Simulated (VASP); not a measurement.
A run of VASP 6.6.1 is set up as follows.

The input INCAR:

```
SYSTEM = TiSi16
ALGO = Normal
EDIFF = 1E-6
ENCUT = 520
GGA = PS
ISIF = 2
ISMEAR = 0
LASPH = .True.
LCHARG = .True.
LELF = .True.
LREAL = Auto
LVHAR = .True.
LWAVE = .False.
NBANDS = 52
NELM = 80
PREC = Accurate
SIGMA = 0.02
```

File KPOINTS:

```
k-points
0
Gamma
  2 2 2
  0 0 0
```

POSCAR

```
TiSi16
1.0
    0.0000000000      5.4300000000      5.4300000000
    5.4300000000      0.0000000000      5.4300000000
    5.4300000000      5.4300000000      0.0000000000
Si Ti
16 1
Direct
   -0.0038079383     -0.0031526116      0.0022444277
    0.1202453221      0.1208822511      0.1180560199
   -0.0024032044     -0.0006930146      0.5012598089
    0.1217322741      0.1218325085      0.6392531338
   -0.0028054115      0.5014747666     -0.0042246997
    0.1189043585      0.6344377954      0.1239447207
   -0.0027161986      0.5024653485      0.5056397185
    0.1306292477      0.6249392695      0.6227270322
    0.5006494245     -0.0007053624     -0.0053673609
    0.6339315290      0.1197538480      0.1239704049
    0.5020578758     -0.0008593094      0.5058302090
    0.6237668137      0.1336394282      0.6219642486
    0.5009863349      0.5017829430     -0.0014441239
    0.6230882507      0.6248226024      0.1274405928
    0.5010213583      0.5038639159      0.4979058423
    0.6233865895      0.6250353847      0.6247213801
    0.2478805339      0.2484344662      0.2516774451
```

Potentials or basis: VASP PAW PBE potentials, release 64 (Si, Ti_sv).

Run with:

```sh
$ cat potpaw_PBE.64/Si/POTCAR potpaw_PBE.64/Ti_sv/POTCAR > POTCAR
$ mpirun -np 1 vasp_std > vasp.out
```

**Question.** Estimate the pressure.

**Answer.** 2.1 GPa.

**Question.** Estimate the largest force.

**Answer.** 0.023 eV/Å.

Stress tensor (GPa, compression positive):
```
 2.01  0.11 -0.03
 0.11  2.00  0.00
-0.03  0.00  2.20
```

Caveat: the k points lie up to 0.50 Å⁻¹ apart; the PAW data sets were made with another functional, which shifts forces and pressure a little.
